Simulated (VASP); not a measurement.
Wanted: the native input for a VASP 6.6.1 run.

* Task: single point
* Functional: PBE
* Dispersion: D3(BJ)
* Potentials or basis: VASP PAW PBE potentials, release 64 (Sn_d, O_h)
* Cutoff: 1340 eV
* k mesh: 6 × 6 × 2
* Occupations: gaussian, width 0.1 eV
* Spin: no spin polarisation
* Dipole correction: no
* Further INCAR settings: ALGO = Normal; EDIFF = 1e-06; NBANDS = 50

The structure of SnO lies in POSCAR:

```
SnO
1.0
    2.7369120000     -2.7377960000      0.0000000000
    2.7369120000      2.7377960000      0.0000000000
    0.0000000000      0.0000000000     10.2219600000
Sn O
4 4
Direct
    0.7365470000      0.2634530000      0.8638580000
    0.2634530000      0.7365470000      0.1361420000
    0.7634530000      0.2365470000      0.3638580000
    0.2365470000      0.7634530000      0.6361420000
    0.2619440000      0.2380560000      0.2500000000
    0.7380560000      0.7619440000      0.7500000000
    0.2380560000      0.2619440000      0.7500000000
    0.7619440000      0.7380560000      0.2500000000
```

The input as run:

INCAR

```
PREC = Accurate ; ENCUT = 1340
EDIFF = 1E-6 ; ISMEAR = 0
SIGMA = 0.1 ; LREAL = F
LASPH = T ; NELM = 120
ALGO = Normal ; ISIF = 2
LWAVE = F ; LCHARG = F
GGA = PE ; IVDW = 12
NBANDS = 50 ; GGA_COMPAT = F
```

KPOINTS

```
regular mesh
0
Gamma
  6 6 2
```

Potentials or basis: VASP PAW PBE potentials, release 64 (Sn_d, O_h).

Launch:

```console
$ cat potpaw_PBE.64/Sn_d/POTCAR potpaw_PBE.64/O_h/POTCAR > POTCAR
$ mpirun -np 1 vasp_std > vasp.out
```

Results of the run:

| Item | Value |
| --- | --- |
| Pressure | -2.1 GPa |
| Largest force | 0.049 eV/Å |
| Band gap on the k mesh | 0.54 eV |
| Dispersion energy per atom | -0.214 eV |

Caveat: semilocal functionals underestimate gaps, and a narrow one can read as zero; spin-orbit coupling is left out, which moves the levels of the heavy elements.

Wall time 11 min on 1 thread of Intel(R) Xeon(R) Platinum 8488C (Sapphire Rapids), with other jobs on the host, peak memory 0.99 GiB.
